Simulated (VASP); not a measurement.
A run of VASP 6.6.1 is set up as follows.

Contents of INCAR:

```
ALGO = Normal
EDIFF = 1E-6
ENCUT = 520
GGA = PE
ISIF = 2
ISMEAR = 0
LASPH = T
LCHARG = F
LREAL = F
LWAVE = F
NBANDS = 32
NELM = 60
PREC = Accurate
SIGMA = 0.1
```

KPOINTS

```
k-points
0
Gamma
  12 12 4
```

Contents of POSCAR:

```
Hg
1.0
    3.5838757076      0.0000000000      0.0000000000
   -1.7919378538      3.1037274068      0.0000000000
    0.0000000000      0.0000000000     11.3192043242
Hg
4
Direct
    0.0000000000      0.0000000000      0.0000000000
    0.3333333333      0.6666666667      0.2500000000
    0.0000000000      0.0000000000      0.5000000000
    0.6666666667      0.3333333333      0.7500000000
```

Potentials or basis: VASP PAW PBE potentials, release 64 (Hg).

Run with:

```sh
$ cat potpaw_PBE.64/Hg/POTCAR > POTCAR
$ mpirun -np 1 vasp_std > vasp.out
```

Question: What does it give for the band gap on the k mesh?

Answer: 0.29 eV, indirect (least direct gap 0.77 eV).

Question: Estimate the pressure.

Answer: 0.0 GPa.

Caveat: spin-orbit coupling is left out, which moves the levels of the heavy elements. A k mesh can miss the band edges.
